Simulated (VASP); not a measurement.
A run of VASP 6.6.1:

Contents of POSCAR:

```
BaHg
1.0
    3.7220261341      0.0000000000      0.0000000000
    0.0000000000      3.7220261341      0.0000000000
    0.0000000000      0.0000000000      3.7220261341
Ba Hg
1 1
Direct
    0.0000000000      0.0000000000      0.0000000000
    0.5000000000      0.5000000000      0.5000000000
```

INCAR.step1

```
ALGO = Normal
EDIFF = 1E-4
ENCUT = 520
GGA = PE
ISMEAR = -1
LASPH = True
LCHARG = False
LREAL = False
LWAVE = True
NBANDS = 18
NELM = 60
PREC = Accurate
SIGMA = 0.05
```

The input INCAR.step2:

```
ALGO = Normal
EDIFF = 1E-7
ENCUT = 520
ISIF = 2
ISMEAR = -1
ISTART = 1
LASPH = True
LCHARG = True
LELF = True
LMIXTAU = True
LREAL = False
LVHAR = True
LWAVE = False
METAGGA = R2SCAN
NBANDS = 18
NELM = 60
PREC = Accurate
SIGMA = 0.05
```

The input KPOINTS:

```
k-points
0
Gamma
  5 5 5
```

Potentials or basis: VASP PAW PBE potentials, release 64 (Ba_sv, Hg).

Run with:

```console
$ cat potpaw_PBE.64/Ba_sv/POTCAR potpaw_PBE.64/Hg/POTCAR > POTCAR
$ cp INCAR.step1 INCAR
$ mpirun -np 1 vasp_std > vasp.out
$ cp INCAR.step2 INCAR
$ mpirun -np 1 vasp_std > vasp.out
```

Hardware: 1 thread of Intel(R) Xeon(R) 6975P-C (Granite Rapids) (shared host).

Question: Estimate the wall time of this run.

Answer: Wall time 18 s on 1 thread of Intel(R) Xeon(R) 6975P-C (Granite Rapids), with other jobs on the host, peak memory 0.16 GiB. Counts: k points 10.
